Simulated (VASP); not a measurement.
Set up this calculation in VASP 6.6.1, as the native input.

* Task: single point
* Functional: PBE
* Potentials or basis: VASP PAW PBE potentials, release 64 (C, H)
* Cutoff: 520 eV
* k mesh: 5 × 5 × 1
* Occupations: gaussian, width 0.05 eV
* Spin: no spin polarisation
* Dipole correction: yes
* Further INCAR settings: LREAL = Auto; ALGO = Normal; EDIFF = 1e-07; NBANDS = 84

The structure of H2C7 lies in POSCAR:

```
H2C7
1.0
    5.0508284795      0.0000000000      0.0000000000
    0.0000000000      5.0508284795      0.0000000000
    0.0000000000      0.0000000000     18.8596184069
C H
28 8
Direct
    0.5000000000      0.5000000000      0.2466861049
    0.5000000000      0.0000000000      0.2466861049
    0.0000000000      0.5000000000      0.2466861049
    0.0000000000      0.0000000000      0.2466861049
    0.7500000000      0.5000000000      0.2940289910
    0.7500000000      0.0000000000      0.2940289910
    0.2500000000      0.5000000000      0.2940289910
    0.2500000000      0.0000000000      0.2940289910
    0.7500000000      0.7500000000      0.3413718772
    0.7500000000      0.2500000000      0.3413718772
    0.2500000000      0.7500000000      0.3413718772
    0.2500000000      0.2500000000      0.3413718772
   -0.0025026986      0.7500000000      0.3908475130
   -0.0018587950      0.2500000000      0.3910849246
    0.5007751417      0.7500000000      0.3829608186
    0.5013429891      0.2500000000      0.3832028057
   -0.0032217333     -0.0011430479      0.4400034413
   -0.0032217333      0.5011430479      0.4400034413
    0.5030316755     -0.0022413710      0.4260223535
    0.5030316755      0.5022413710      0.4260223535
    0.2637754711     -0.0025303544      0.4796811248
    0.2637754711      0.5025303544      0.4796811248
    0.7296959994     -0.0005575774      0.4826782335
    0.7296959994      0.5005575774      0.4826782335
    0.3643411862      0.2500000000      0.5064511484
    0.3622688078      0.7500000000      0.5141925563
    0.6333948032      0.2500000000      0.5178857730
    0.6341417269      0.7500000000      0.5188661509
    0.5000000000      0.6422973790      0.2067119476
    0.5000000000      0.3577026210      0.2067119476
    0.5000000000      0.1422973790      0.2067119476
    0.5000000000     -0.1422973790      0.2067119476
    0.0000000000      0.3577812996      0.2066501452
    0.0000000000      0.6422187004      0.2066501452
    0.0000000000     -0.1422187004      0.2066501452
    0.0000000000      0.1422187004      0.2066501452
```

One way to write it, as run:

INCAR

```
SYSTEM = H2C7
PREC = Accurate ; ENCUT = 520
EDIFF = 1E-7 ; ISMEAR = 0
SIGMA = 0.05 ; LREAL = Auto
LASPH = .TRUE. ; NELM = 80
ALGO = Normal ; ISIF = 2
LWAVE = .FALSE. ; LCHARG = .FALSE.
LDIPOL = .TRUE. ; IDIPOL = 3
DIPOL = 0.5 0.5 0.346 ; GGA = PE
NBANDS = 84
```

KPOINTS

```
regular mesh
0
G
  5 5 1
  0 0 0
```

Potentials or basis: VASP PAW PBE potentials, release 64 (C, H).

Run with:

```sh
$ cat potpaw_PBE.64/C/POTCAR potpaw_PBE.64/H/POTCAR > POTCAR
$ mpirun -np 1 vasp_std > vasp.out
```

Results of the run:

* Largest force: 4.201 eV/Å
* Band gap on the k mesh: 1.25 eV

It took 11 min on 1 thread of Intel(R) Xeon(R) Platinum 8488C (Sapphire Rapids) (shared host), peak memory 0.63 GiB.
